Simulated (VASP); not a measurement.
Here is a VASP 6.6.1 calculation.

File INCAR:

```
SYSTEM = Re
  PREC = Accurate
  ENCUT = 560
  EDIFF = 1E-6
  ISMEAR = 0
  SIGMA = 0.15
  LREAL = .FALSE.
  LASPH = .TRUE.
  NELM = 120
  ALGO = Normal
  ISIF = 2
  LWAVE = .FALSE.
  LCHARG = .FALSE.
  GGA = PE
  NBANDS = 14
  GGA_COMPAT = .FALSE.
```

File KPOINTS:

```
regular mesh
0
G
  10 10 10
  0 0 0
```

File POSCAR:

```
Re
1.0
    0.0000000000      2.2695460176      1.5033472820
    2.2695460176      0.0000000000      1.5033472820
    2.2695460176      2.2695460176      0.0000000000
Re
1
Direct
    0.0000000000      0.0000000000      0.0000000000
```

Potentials or basis: VASP PAW PBE potentials, release 64 (Re_sv_GW).

Run with:

```console
$ cat potpaw_PBE.64/Re_sv_GW/POTCAR > POTCAR
$ mpirun -np 1 vasp_std > vasp.out
```

Problem. Predict the band gap on the k mesh.

Solution. Zero (an odd number of electrons rules out a gap without spin polarisation).

Problem. Predict the pressure.

Solution. -9.9 GPa.

Stress tensor (GPa, compression positive):
```
-9.99  0.00  0.00
 0.00 -9.99  0.00
 0.00  0.00 -9.82
```

Caveat: the cell stands under tension; spin-orbit coupling is left out, which moves the levels of the heavy elements.
